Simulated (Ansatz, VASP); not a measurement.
## Two plane-wave programs on Sn

```
Sn
1.0
     3.35728    0.00000    0.00000
    -1.67864    2.90749    0.00000
     0.00000    0.00000   11.12067
Sn
4
Direct
  0.00000 0.00000 0.00000
  0.00000 0.00000 0.50000
  0.33333 0.66667 0.25000
  0.66667 0.33333 0.75000
```

Alike in both runs: functional r2SCAN; k mesh 11 × 11 × 3; occupations fermi-dirac, width 0.1 eV; no spin polarisation.

Ansatz relaxed the structure, and its values are those at the end. VASP's run is a single point on that final structure, the one shown.

|  | VASP | Ansatz |
| --- | --- | --- |
| version | VASP 6.6.1 | Ansatz 0.2.0 |
| potentials or method | VASP PAW PBE potentials, release 64 (Sn_d), cutoff 520 eV | plane waves (500 eV) with PAW, scalar-relativistic |
| valence electrons in the cell | 56 | 56 |

|  | VASP | Ansatz | Ansatz less VASP |
| --- | --- | --- | --- |
| pressure (GPa) | 0.0 | 0.0 | 0.00 |

VASP's potentials were made for PBE, not for r2SCAN.
